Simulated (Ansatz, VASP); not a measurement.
## Two plane-wave programs on Al

The input INCAR:

```
SYSTEM = Al
PREC     = Accurate       ! precision mode
ENCUT    = 520            ! plane-wave cutoff, eV
EDIFF    = 1E-7           ! SCF threshold, eV
ISMEAR   = -1             ! smearing method
SIGMA    = 0.05           ! smearing width, eV
LREAL    = .FALSE.        ! projectors in reciprocal space
LASPH    = .TRUE.         ! aspherical terms in the spheres
NELM     = 60             ! most SCF steps
ALGO     = Normal         ! electronic algorithm
ISIF     = 2              ! what is computed and relaxed
LWAVE    = .FALSE.        ! write WAVECAR
LCHARG   = .FALSE.        ! write CHGCAR
GGA      = PE             ! functional
NBANDS   = 14             ! bands
```

KPOINTS

```
regular mesh
0
G
  11 11 3
  0 0 0
```

POSCAR

```
Al
1.0
    2.8642796724      0.0000000000      0.0000000000
   -1.4321398362      2.4805389598      0.0000000000
    0.0000000000      0.0000000000      9.3068752623
Al
4
Direct
    0.6666666667      0.3333333333      0.7500000000
    0.0000000000      0.0000000000      0.5000000000
    0.3333333333      0.6666666667      0.2500000000
    0.0000000000      0.0000000000      0.0000000000
```

The input input.yaml:

```yaml
crystal:
  lattice:
    - [2.8642796724, 0.0, 0.0]
    - [-1.4321398362, 2.4805389598, 0.0]
    - [0.0, 0.0, 9.3068752623]
  atoms:
    - { symbol: Al, position: [0.6666666667, 0.3333333333, 0.75] }
    - { symbol: Al, position: [0.0, 0.0, 0.5] }
    - { symbol: Al, position: [0.3333333333, 0.6666666667, 0.25] }
    - { symbol: Al, position: [0.0, 0.0, 0.0] }
hamiltonian:
  xc: pbe
  pseudopotentials: { kind: paw }
kpoints:
  mp_grid: { grid: [11, 11, 3] }
scf:
  occupations: { method: fermi_dirac, width: 0.05 }
output:
  forces: true
  stress: true
  eigenvalues: true
  write_density: true
  write_potential: true
  elf: true
  volumetric_format: npy
```

Alike in both runs: task single point; functional PBE; k mesh 11 × 11 × 3; occupations fermi-dirac, width 0.05 eV; no spin polarisation.

|  | VASP | Ansatz |
| --- | --- | --- |
| version | VASP 6.6.1 | Ansatz 0.2.0 |
| potentials or method | VASP PAW PBE potentials, release 64 (Al) | Ansatz PAW |
| plane-wave cutoff (eV) | 520 | 420 |
| valence electrons in the cell | 12 | 12 |

|  | VASP | Ansatz | Ansatz less VASP |
| --- | --- | --- | --- |
| gap on the k mesh at the Fermi level (eV) | none | none | - |
| pressure (GPa) | 0.2 | 0.3 | +0.04 |
| traceless stress, the component that is largest in VASP (GPa) | 1.19 | 1.19 | -0.006 |

A gap of «none» marks a metal or a gap that the smearing closes. The functional is the same, so the differences come from potentials, cutoffs and numerics.
